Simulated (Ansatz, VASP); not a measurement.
One calculation of Ti3Al, two programs

The input INCAR:

```
  PREC = Accurate
  ENCUT = 520
  EDIFF = 1E-6
  ISMEAR = 0
  SIGMA = 0.15
  LREAL = F
  LASPH = T
  NELM = 100
  ALGO = Fast
  ISIF = 2
  LWAVE = F
  LCHARG = F
  GGA = PE
  NBANDS = 28
```

File KPOINTS:

```
regular mesh
0
Gamma
  15 15 6
```

Contents of POSCAR:

```
Ti3Al
1.0
    3.0123075325      0.0000000000      0.0000000000
   -1.5061537662      2.6087348472      0.0000000000
    0.0000000000      0.0000000000      8.7323783060
Ti Al
3 1
Direct
    0.6666666667      0.3333333333      0.0000000000
    0.3333333333      0.6666666667      0.7450413502
    0.3333333333      0.6666666667      0.2549586498
    0.6666666667      0.3333333333      0.5000000000
```

Input for Ansatz:

```yaml
crystal:
  lattice:
    - [3.0123075325, 0.0, 0.0]
    - [-1.5061537662, 2.6087348472, 0.0]
    - [0.0, 0.0, 8.732378306]
  atoms:
    - { symbol: Ti, position: [0.6666666667, 0.3333333333, 0.0] }
    - { symbol: Ti, position: [0.3333333333, 0.6666666667, 0.7450413502] }
    - { symbol: Ti, position: [0.3333333333, 0.6666666667, 0.2549586498] }
    - { symbol: Al, position: [0.6666666667, 0.3333333333, 0.5] }
basis:
  ecutwfc: 520.0
kpoints:
  mp_grid: { grid: [15, 15, 6] }
hamiltonian:
  xc: pbe
  pseudopotentials: { kind: paw, azcp: { folder: soft_1 } }
scf:
  occupations: { method: gaussian, width: 0.15 }
output:
  forces: true
  stress: true
  eigenvalues: true
```

Alike in both runs: task single point; functional PBE; k mesh 15 × 15 × 6; occupations gaussian, width 0.15 eV; no spin polarisation.

|  | VASP | Ansatz |
| --- | --- | --- |
| version | VASP 6.6.1 | Ansatz 0.2.0 |
| potentials or method | VASP PAW PBE potentials, release 64 (Ti_sv, Al), cutoff 520 eV | scalar-relativistic, plane waves, PAW |
| valence electrons in the cell | 39 | 39 |

Ansatz gave:

```
gap on the k mesh at the Fermi level (eV)                     : none
pressure (GPa)                                                : 1.0
traceless stress, the component that is largest in VASP (GPa) : 8.55
rms of the force components (eV/Å)                            : 0.216
```

Which values does VASP return?

gap on the k mesh at the Fermi level (eV): none; pressure (GPa): 0.8; traceless stress, the component that is largest in VASP (GPa): 8.55; rms of the force components (eV/Å): 0.220.

Atom by atom the forces differ by 0.004 eV/Å (rms over components). A gap of «none» marks a metal or a gap that the smearing closes.
